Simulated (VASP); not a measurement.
# Ta (Fd-3m) in VASP: further runs

Runs on Ta. Level: r2SCAN. Tasks: single point, relaxation of cell and atoms.

All numbers are computed with VASP 6.6.1; they aren't measurements. Logs are shortened: lines on timing, memory, paths and dates and some standing lists are left out, and cuts for length are marked.

## (1) The cell of the first run

The structure is cubic, space group Fd-3m (No. 227). The conventional cell has a = 5.529 Å, b = 5.529 Å, c = 5.529 Å, α = 90.00°, β = 90.00°, γ = 90.00°. Ta (site symmetry -43m) has 4 Ta at 2.39 Å within 3.2 Å.

## (2) Single point, r2SCAN

POSCAR

```
Ta
1.0
    0.0000000000      2.7642669085      2.7642669085
    2.7642669085      0.0000000000      2.7642669085
    2.7642669085      2.7642669085      0.0000000000
Ta
2
Direct
    0.5000000000      0.5000000000      0.5000000000
    0.7500000000      0.7500000000      0.7500000000
```

INCAR.step1

```
SYSTEM = Ta
PREC     = Accurate       ! precision mode
ENCUT    = 520            ! plane-wave cutoff, eV
ISMEAR   = 0              ! smearing method
SIGMA    = 0.1            ! smearing width, eV
LREAL    = .FALSE.        ! projectors in reciprocal space
LASPH    = .TRUE.         ! aspherical terms in the spheres
NELM     = 60             ! most SCF steps
NBANDS   = 18             ! bands
GGA      = PE             ! functional
ALGO     = Normal         ! electronic algorithm
EDIFF    = 1E-4           ! SCF threshold, eV
LWAVE    = .TRUE.         ! write WAVECAR
LCHARG   = .FALSE.        ! write CHGCAR
```

INCAR.step2

```
SYSTEM = Ta
PREC     = Accurate       ! precision mode
ENCUT    = 520            ! plane-wave cutoff, eV
EDIFF    = 1E-6           ! SCF threshold, eV
ISMEAR   = 0              ! smearing method
SIGMA    = 0.1            ! smearing width, eV
LREAL    = .FALSE.        ! projectors in reciprocal space
LASPH    = .TRUE.         ! aspherical terms in the spheres
NELM     = 60             ! most SCF steps
ALGO     = Normal         ! electronic algorithm
ISIF     = 2              ! what is computed and relaxed
LWAVE    = .FALSE.        ! write WAVECAR
LCHARG   = .TRUE.         ! write CHGCAR
METAGGA  = R2SCAN         ! meta-GGA
LMIXTAU  = .TRUE.       
LELF     = .TRUE.         ! ELF
LVHAR    = .TRUE.       
NBANDS   = 18             ! bands
ISTART   = 1
```

KPOINTS

```
regular mesh
0
G
  6 6 6
  0 0 0
```

Potentials or basis: VASP PAW PBE potentials, release 64 (Ta_pv).

On the command line:

```sh
$ cat potpaw_PBE.64/Ta_pv/POTCAR > POTCAR
$ cp INCAR.step1 INCAR
$ mpirun -np 1 vasp_std > vasp.out
$ cp INCAR.step2 INCAR
$ mpirun -np 1 vasp_std > vasp.out
```

OUTCAR:

```text
SYSTEM = Ta
   PREC = Accurate
   ENCUT = 520
   EDIFF = 1E-6
   ISMEAR = 0
   LREAL = .FALSE.
   LASPH = .TRUE.
   NELM = 60
   ISIF = 2
   METAGGA = R2SCAN
   ISTART = 1

 ion  position               nearest neighbor table
   1  0.500  0.500  0.500-   2 2.39   2 2.39   2 2.39   2 2.39
   2  0.750  0.750  0.750-   1 2.39   1 2.39   1 2.39   1 2.39

  LATTYP: Found a face centered cubic cell.
 ALAT       =     5.5285338170

  Lattice vectors:

 A1 = (   0.0000000000,   2.7642669085,   2.7642669085)
 A2 = (   2.7642669085,   0.0000000000,   2.7642669085)
 A3 = (   2.7642669085,   2.7642669085,   0.0000000000)

Analysis of symmetry for initial positions (statically):
=====================================================================
 Subroutine PRICEL returns:
 Original cell was already a primitive cell.

 Routine SETGRP: Setting up the symmetry group for a
 face centered cubic supercell.

 Subroutine GETGRP returns: Found 48 space group operations
 (whereof 24 operations were pure point group operations)
 out of a pool of 48 trial point group operations.

The static configuration has the point symmetry T_d .
 The point group associated with its full space group is O_h .

Analysis of symmetry for dynamics (positions and initial velocities):
=====================================================================
 Subroutine PRICEL returns:
 Original cell was already a primitive cell.

 Routine SETGRP: Setting up the symmetry group for a
 face centered cubic supercell.

 Subroutine GETGRP returns: Found 48 space group operations
 (whereof 24 operations were pure point group operations)
 out of a pool of 48 trial point group operations.

The dynamic configuration has the point symmetry T_d .
 The point group associated with its full space group is O_h .

 Subroutine INISYM returns: Found 48 space group operations
 (whereof 24 operations are pure point group operations),
 and found     1 'primitive' translations

----------------------------------------------------------------------------------------

                                     Primitive cell

  volume of cell :      42.2445

  direct lattice vectors                    reciprocal lattice vectors
     0.000000000  2.764266908  2.764266908    -0.180879784  0.180879784  0.180879784
     2.764266908  0.000000000  2.764266908     0.180879784 -0.180879784  0.180879784
     2.764266908  2.764266908  0.000000000     0.180879784  0.180879784 -0.180879784

  length of vectors
     3.909263752  3.909263752  3.909263752     0.313292975  0.313292975  0.313292975

  position of ions in fractional coordinates (direct lattice)
     0.500000000  0.500000000  0.500000000
     0.750000000  0.750000000  0.750000000

  ion indices of the primitive-cell ions
   primitive index   ion index
                 1           1
                 2           2

----------------------------------------------------------------------------------------

 KPOINTS: regular mesh

Automatic generation of k-mesh.
 Grid dimensions read from file:
 generate k-points for:    6    6    6

 Generating k-lattice:

  Cartesian coordinates                     Fractional coordinates (reciprocal lattice)
    -0.030146631  0.030146631  0.030146631     0.166666667  0.000000000  0.000000000
     0.030146631 -0.030146631  0.030146631     0.000000000  0.166666667  0.000000000
     0.030146631  0.030146631 -0.030146631     0.000000000  0.000000000  0.166666667

  Length of vectors
     0.052215496  0.052215496  0.052215496

  Shift w.r.t. Gamma in fractional coordinates (k-lattice)
     0.000000000  0.000000000  0.000000000

 Subroutine IBZKPT returns following result:
 ===========================================

 Found     16 irreducible k-points:

 Following reciprocal coordinates:
            Coordinates               Weight
  0.000000  0.000000  0.000000      1.000000
  0.166667  0.000000  0.000000      8.000000
  0.333333  0.000000  0.000000      8.000000
  0.500000  0.000000  0.000000      4.000000
  0.166667  0.166667  0.000000      6.000000
  0.333333  0.166667  0.000000     24.000000
[... 8 lines left out ...]
 -0.333333  0.333333  0.166667     24.000000
 -0.333333  0.500000  0.166667     12.000000
   k-points           NKPTS =     16   k-points in BZ     NKDIM =     16   number of bands    NBANDS=     18
   number of dos      NEDOS =    301   number of ions     NIONS =      2
   total plane-waves  NPLWV =  27000
   dimension x,y,z NGX =    30 NGY =   30 NGZ =   30
   dimension x,y,z NGXF=    60 NGYF=   60 NGZF=   60
   ions per type =               2
   NGX,Y,Z   is equivalent  to a cutoff of  12.76, 12.76, 12.76 a.u.
   NGXF,Y,Z  is equivalent  to a cutoff of  25.52, 25.52, 25.52 a.u.
 SYSTEM =  Ta
   PREC   = accura    normal or accurate (medium, high low for compatibility)
   ISTART =      1    job   : 0-new  1-cont  2-samecut
   ICHARG =      0    charge: 1-file 2-atom 10-const
   ISPIN  =      1    spin polarized calculation?
   LNONCOLLINEAR =      F non collinear calculations
   LSORBIT =      F    spin-orbit coupling
   LASPH  =      T    aspherical Exc in radial PAW
   ENCUT  =  520.0 eV  38.22 Ry    6.18 a.u.   7.27  7.27  7.27*2*pi/ulx,y,z
   NELM   =     60;   NELMIN=  2; NELMDL=  0     # of ELM steps
   EDIFF  = 0.1E-05   stopping-criterion for ELM
   LREAL  =      F    real-space projection
   EDIFFG = 0.1E-04   stopping-criterion for IOM
   NSW    =      0    number of steps for IOM
   IBRION =     -1    ionic relax: 0-MD 1-quasi-New 2-CG
   NFREE  =      0    steps in history (QN), initial steepest desc. (CG)
   ISIF   =      2    stress and relaxation
   ISYM   =      2    0-nonsym 1-usesym 2-fastsym
   POTIM  = 0.5000    time-step for ionic-motion
   TEBEG  =    0.0;   TEEND  =   0.0 temperature during run
   PSTRESS=    0.0 pullay stress
   NELECT =      22.0000    total number of electrons
   NUPDOWN=      -1.0000    fix difference up-down
   EMIN   =  10.00;   EMAX   =-10.00  energy-range for DOS
   EFERMI =   0.00;   METHOD = LEGACY
   ISMEAR =     0;   SIGMA  =   0.10  broadening in eV -4-tet -1-fermi 0-gaus
   EFERMI_NEDOS =   21; number of points for ismear=-14 and -15
   IALGO  =     38    algorithm
   IMIX   =      4    mixing-type and parameters
     AMIX     =   0.40;   BMIX     =  1.00
     AMIX_MAG =   1.60;   BMIX_MAG =  1.00
  volume/ion in A,a.u.               =      21.12       142.54
  Fermi-wavevector in a.u.,A,eV,Ry     =   1.317121  2.488998 23.603500  1.734808
  Thomas-Fermi vector in A             =   2.447185
   LORBIT       =      0    0 simple, 1 ext, 2 COOP (PROOUT), +10 PAW based schemes
   METAGGA = R2SCAN    functional components
   LHFCALC =     F    Hartree Fock is set to
   AEXX    =    0.0000 exact exchange contribution
   IVDW    =     0    specifies the selected vdW correction
   LEPSILON=     F    determine dielectric tensor
   LRPA    =     F    only Hartree local field effects (RPA)
 non-spin polarized calculation
 Gauss-broadening in eV      SIGMA  =   0.10
  energy-cutoff  :      520.00
  volume of cell :       42.24
 maximum number of plane-waves:      1158
 NGX is ok and might be reduce to    30
   NGX = 15   NGY = 15   NGZ = 15

 number of electron      22.0000004 magnetization

 Free energy of the ion-electron system (eV)
  ---------------------------------------------------
  ext. energy  EPLUGINS =         0.00000000
  ---------------------------------------------------
  free energy    TOTEN  =       -89.88695529 eV

  energy without entropy =      -89.87535751  energy(sigma->0) =      -89.88115640

 E-fermi :   4.0119     XC(G=0): -12.2368

 val. band max:        3.9509439233   @ k =   0.1667   0.0000   0.0000
 cond. band min:       4.0455124189   @ k =   0.5000   0.1667   0.0000
 fundamental gap:      0.0945684955
 Fermi energy:         4.0118800304

 k-point     1 :       0.0000    0.0000    0.0000
  band No.  band energies     occupation
      1     -31.6804      2.00000
      2     -31.6804      2.00000
      3     -31.6804      2.00000
      4     -29.9081      2.00000
      5     -29.9081      2.00000
      6     -29.9081      2.00000
[... 10 lines left out ...]
     17      12.1513      0.00000
     18      15.8062      0.00000

 k-point     2 :       0.1667    0.0000    0.0000
  band No.  band energies     occupation
      1     -31.7388      2.00000
      2     -31.7388      2.00000
      3     -31.6852      2.00000
      4     -29.9076      2.00000
      5     -29.8406      2.00000
      6     -29.8406      2.00000
[... 10 lines left out ...]
     17      11.9628      0.00000
     18      15.2510      0.00000

 k-point     3 :       0.3333    0.0000    0.0000
  band No.  band energies     occupation
      1     -31.8445      2.00000
      2     -31.8445      2.00000
      3     -31.7014      2.00000
      4     -29.8973      2.00000
      5     -29.7166      2.00000
      6     -29.7166      2.00000
[... 10 lines left out ...]
     17      11.2956      0.00000
     18      12.8439      0.00000

 k-point     4 :       0.5000    0.0000    0.0000
  band No.  band energies     occupation
      1     -31.8930      2.00000
      2     -31.8930      2.00000
      3     -31.7126      2.00000
      4     -29.8878      2.00000
      5     -29.6590      2.00000
      6     -29.6590      2.00000
[... 207 lines left out ...]
      4     -30.3300      2.00000
      5     -29.5603      2.00000
      6     -29.4623      2.00000
[... 10 lines left out ...]
     17      11.9789      0.00000
     18      12.5571      0.00000

 k-point    15 :      -0.3333    0.3333    0.1667
  band No.  band energies     occupation
      1     -32.1365      2.00000
      2     -32.0282      2.00000
      3     -31.1555      2.00000
      4     -30.4539      2.00000
      5     -29.5065      2.00000
      6     -29.4071      2.00000
[... 10 lines left out ...]
     17      10.9445      0.00000
     18      10.9958      0.00000

 k-point    16 :      -0.3333    0.5000    0.1667
  band No.  band energies     occupation
      1     -32.1165      2.00000
      2     -32.1165      2.00000
      3     -30.8131      2.00000
      4     -30.8131      2.00000
      5     -29.4115      2.00000
      6     -29.4115      2.00000
[... 10 lines left out ...]
     17      10.7147      0.00000
     18      10.7147      0.00000

------------------------ aborting loop because EDIFF is reached ----------------------------------------

  FORCE on cell =-STRESS in cart. coord.  units (eV):
  Direction    XX          YY          ZZ          XY          YZ          ZX
  --------------------------------------------------------------------------------------
  -------------------------------------------------------------------------------------
  Total        8.3224662      8.3224662      8.3224662      0.0000000      0.0000000      0.0000000
  in kB      315.6404843    315.6404843    315.6404843      0.0000000      0.0000000      0.0000000
  external PRESSURE =     315.6404843 kB  Pullay stress =       0.0000000 kB

 VOLUME and BASIS-vectors are now :
 -----------------------------------------------------------------------------
  energy-cutoff  :      520.00
  volume of cell :       42.24
      direct lattice vectors                 reciprocal lattice vectors
     0.000000000  2.764266908  2.764266908    -0.180879784  0.180879784  0.180879784
     2.764266908  0.000000000  2.764266908     0.180879784 -0.180879784  0.180879784
     2.764266908  2.764266908  0.000000000     0.180879784  0.180879784 -0.180879784

 POSITION                                       TOTAL-FORCE (eV/Angst)
 -----------------------------------------------------------------------------------
      2.76427      2.76427      2.76427         0.000000      0.000000      0.000000
      4.14640      4.14640      4.14640        -0.000000     -0.000000     -0.000000
 -----------------------------------------------------------------------------------
    total drift:                                0.000000     -0.000000     -0.000000

  FREE ENERGIE OF THE ION-ELECTRON SYSTEM (eV)
  ---------------------------------------------------
  free  energy   TOTEN  =       -89.8869552917 eV

  energy  without entropy=      -89.8753575140  energy(sigma->0) =      -89.88115640
```

Wall time 31 s (1 thread of AMD EPYC 9R45 (Zen 5), shared host); peak memory 0.14 GiB.

What came out:

| Item | Value |
| --- | --- |
| Free energy | -89.8870 eV |
| Pressure | 31.6 GPa |
| Band gap on the k mesh | zero (band 11 reaches 4.25 eV, above the bottom of band 12 at 3.12 eV) |

Caveat: the PAW data sets were made with another functional, which shifts forces and pressure a little; spin-orbit coupling is left out, which moves the levels of the heavy elements.

## (3) Single point, r2SCAN

This run uses another cell than the first one, of 27.56 Å³/atom, 1.305 times its volume.

POSCAR

```
Ta
1.0
    0.0000000000      3.0205764093      3.0205764093
    3.0205764093      0.0000000000      3.0205764093
    3.0205764093      3.0205764093      0.0000000000
Ta
2
Direct
    0.5000000000      0.5000000000      0.5000000000
    0.7500000000      0.7500000000      0.7500000000
```

INCAR.step1

```
PREC = Accurate
ENCUT = 520
ISMEAR = 0
SIGMA = 0.1
LREAL = F
LASPH = T
NELM = 100
NBANDS = 18
GGA = PE
ALGO = Normal
EDIFF = 1E-4
LWAVE = T
LCHARG = F
```

INCAR.step2

```
PREC = Accurate
ENCUT = 520
EDIFF = 1E-6
ISMEAR = 0
SIGMA = 0.1
LREAL = F
LASPH = T
NELM = 100
ALGO = Normal
ISIF = 2
LWAVE = F
LCHARG = T
METAGGA = R2SCAN
LMIXTAU = T
LELF = T
LVHAR = T
NBANDS = 18
ISTART = 1
```

KPOINTS

```
Automatic mesh
0
Gamma
  6 6 6
```

Potentials or basis: VASP PAW PBE potentials, release 64 (Ta_pv).

On the command line:

```sh
$ cat potpaw_PBE.64/Ta_pv/POTCAR > POTCAR
$ cp INCAR.step1 INCAR
$ mpirun -np 1 vasp_std > vasp.out
$ cp INCAR.step2 INCAR
$ mpirun -np 1 vasp_std > vasp.out
```

Wall time 35 s (1 thread of AMD EPYC 9R45 (Zen 5), shared host); peak memory 0.15 GiB.

The run converged. Its results:

* Free energy: -90.9508 eV
* Pressure: 0.7 GPa
* Band gap on the k mesh: zero (band 11 reaches 2.38 eV, above the bottom of band 12 at 1.68 eV)

Levels at points of the mesh, in eV from the Fermi level:
```
           k point  band 7  band 8  band 9  band 10  band 11  band 12  band 13  band 14  band 15  band 16
(0.00, 0.00, 0.00)   -5.88   -0.98   -0.98    -0.33    -0.33    -0.33     2.21     2.21     2.21     6.40
(0.50, 0.00, 0.00)   -3.27   -1.23   -0.86    -0.86    -0.38    -0.38    -0.10     3.47     3.47     5.21
(0.50, 0.50, 0.00)   -2.04   -2.04   -1.02    -1.02    -0.26    -0.26     2.04     2.04     4.54     4.54
```

Caveat: the PAW data sets were made with another functional, which shifts forces and pressure a little; spin-orbit coupling is left out, which moves the levels of the heavy elements.

(Continued in part 2 of 2.)
